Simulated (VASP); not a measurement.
Write the native input for VASP 6.6.1 that does the following.

| Item | Value |
| --- | --- |
| Task | relaxation of the atoms |
| Functional | PBE |
| Potentials or basis | VASP PAW PBE potentials, release 64 (Ti_sv, C) |
| Cutoff | 520 eV |
| k mesh | 9 × 6 × 1 |
| Occupations | gaussian, width 0.1 eV |
| Spin | no spin polarisation |
| Dipole correction | yes |
| Atoms held fixed (from 0) | [0, 1, 2, 3, 4, 5] |
| Further INCAR settings | ALGO = Normal; EDIFF = 1e-07; NELMDL = -8; IBRION = 2; EDIFFG = -0.025; NSW = 36 |
| Atoms held along some axes (from 0) | atom 6 along a and b |

The structure of Ti6C lies in POSCAR:

```
Ti6C
1.0
    2.8319727860      0.0000000000      0.0000000000
    0.0000000000      4.5793473380      0.0000000000
    0.0000000000      0.0000000000     22.0506909065
Ti C
6 1
Selective dynamics
Direct
    0.5000000000      0.0000000000      0.1814002118  F F F
    0.0000000000      0.5000000000      0.2413504290  F F F
    0.5000000000      0.0000000000      0.3013006462  F F F
    0.5000000000      0.5000000000      0.3625816208  F F F
    0.0000000000      0.0000000000      0.4208167734  F F F
    0.5000000000      0.5000000000      0.4784743912  F F F
    0.5000000000      1.0000000000      0.4839163975  F F T
```

These files were run (other wordings do the same):

INCAR

```
ALGO = Normal ; DIPOL = 0.5 0.5 0.353
EDIFF = 1E-7 ; EDIFFG = -0.025
ENCUT = 520 ; GGA = PE
GGA_COMPAT = False ; IBRION = 2
IDIPOL = 3 ; ISIF = 2
ISMEAR = 0 ; KPAR = 4
LASPH = True ; LCHARG = False
LDIPOL = True ; LREAL = False
LWAVE = False ; NELM = 120
NELMDL = -8 ; NELMIN = 4
NSW = 36 ; PREC = Accurate
SIGMA = 0.1
```

KPOINTS

```
k-points
0
Gamma
  9 6 1
```

Potentials or basis: VASP PAW PBE potentials, release 64 (Ti_sv, C).

Run with:

```sh
$ cat potpaw_PBE.64/Ti_sv/POTCAR potpaw_PBE.64/C/POTCAR > POTCAR
$ mpirun -np 4 vasp_std > vasp.out
```

It gave:

* Energy gained by relaxing: 0.1 meV/atom
* Ionic steps: 3
* Band gap on the k mesh: zero (bands 38 and 39 overlap by 0.15 eV)

Wall time 5.5 min on 4 MPI ranks on Intel(R) Xeon(R) Platinum 8488C (Sapphire Rapids) (shared host), peak memory 0.5 GiB a rank.
